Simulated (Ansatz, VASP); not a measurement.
SrTiC2: VASP beside Ansatz

```xyz
4
Lattice="3.9156 0.0000 0.0000 -1.9578 3.3910 0.0000 0.0000 0.0000 5.9406" Properties=species:S:1:pos:R:3 pbc="T T T"
Sr    0.0000    0.0000    2.9703
Ti    0.0000    0.0000    0.0000
C     0.0000    2.2607    0.0000
C     1.9578    1.1303    0.0000
```

Alike in both runs: task relaxation of cell and atoms; functional PBE; k mesh 6 × 6 × 4; occupations gaussian, width 0.1 eV; no spin polarisation.

|  | VASP | Ansatz |
| --- | --- | --- |
| version | VASP 6.6.1 | Ansatz 0.2.0 |
| potentials or method | VASP PAW PBE potentials, release 64 (Sr_sv, Ti_sv, C), cutoff 600 eV | scalar-relativistic, plane waves, PAW |
| valence electrons in the cell | 30 | 30 |

Ansatz gave:

```
gap on the k mesh at the Fermi level, each at its own relaxed structure (eV) : none
relaxed volume (Å³/atom)                                                     : 18.95
relaxed length of the cell vector where the two differ most in proportion (Å)              : 6.092
```

What did VASP give for the same quantities?

gap on the k mesh at the Fermi level, each at its own relaxed structure (eV): none; relaxed volume (Å³/atom): 19.04; relaxed length of the cell vector where the two differ most in proportion (Å): 6.119.

A gap of «none» marks a metal or a gap that the smearing closes.
